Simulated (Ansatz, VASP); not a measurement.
One calculation of KCl, two programs

The input POSCAR:

```
KCl
1.0
    0.0000000000      3.5072828304      3.5072828304
    3.5072828304      0.0000000000      3.5072828304
    3.5072828304      3.5072828304      0.0000000000
K Cl
1 1
Direct
    0.0000000000      0.0000000000      0.0000000000
    0.2500000000      0.2500000000      0.2500000000
```

Contents of INCAR.step1:

```
ALGO = Normal ; EDIFF = 1E-5
ENCUT = 520 ; GGA = PE
ISIF = 2 ; ISMEAR = 0
LASPH = True ; LCHARG = False
LREAL = False ; LWAVE = True
NBANDS = 15 ; NELM = 100
PREC = Accurate ; SIGMA = 0.01
```

File INCAR.step2:

```
AEXX = 0.05 ; ALGO = Normal
EDIFF = 1E-6 ; ENCUT = 520
GGA = PE ; HFSCREEN = 0.3
ISIF = 2 ; ISMEAR = 0
ISTART = 1 ; LASPH = True
LCHARG = False ; LHFCALC = True
LREAL = False ; LWAVE = False
NBANDS = 15 ; NELM = 100
PREC = Accurate ; PRECFOCK = Normal
SIGMA = 0.01
```

KPOINTS

```
k-points
0
Gamma
  4 4 4
```

Input for Ansatz:

```yaml
crystal:
  lattice:
    - [0.0, 3.5072828304, 3.5072828304]
    - [3.5072828304, 0.0, 3.5072828304]
    - [3.5072828304, 3.5072828304, 0.0]
  atoms:
    - { symbol: K, position: [0.0, 0.0, 0.0] }
    - { symbol: Cl, position: [0.25, 0.25, 0.25] }
kpoints:
  mp_grid: { grid: [4, 4, 4] }
hamiltonian:
  xc: { exchange: pbe, correlation: pbe, exx: { coeff: 0.05, omega: 0.3 } }
scf:
  occupations: { method: fixed }
  n_extra_bands: 4
output:
  forces: true
  stress: true
  eigenvalues: true
```

Alike in both runs: task single point; functional PBE-based screened hybrid with a share of 0.05 of exact exchange and HFSCREEN = 0.3; k mesh 4 × 4 × 4; no spin polarisation.

|  | VASP | Ansatz |
| --- | --- | --- |
| version | VASP 6.6.1 | Ansatz 0.2.0 |
| potentials or method | VASP PAW PBE potentials, release 64 (K_sv, Cl) | plane waves |
| plane-wave cutoff (eV) | 520 | 420 |
| occupations | gaussian, width 0.01 eV | fixed |
| valence electrons in the cell | 16 | 16 |

```csv
,VASP,Ansatz,Ansatz less VASP
gap on the k mesh at the Fermi level (eV),4.97,4.97,+0.001
pressure (GPa),0.3,0.3,-0.02
```

VASP's potentials were made for PBE, not for PBE-based screened hybrid. Ansatz's warnings: stress exchange threshold loose, stress scf threshold loose.
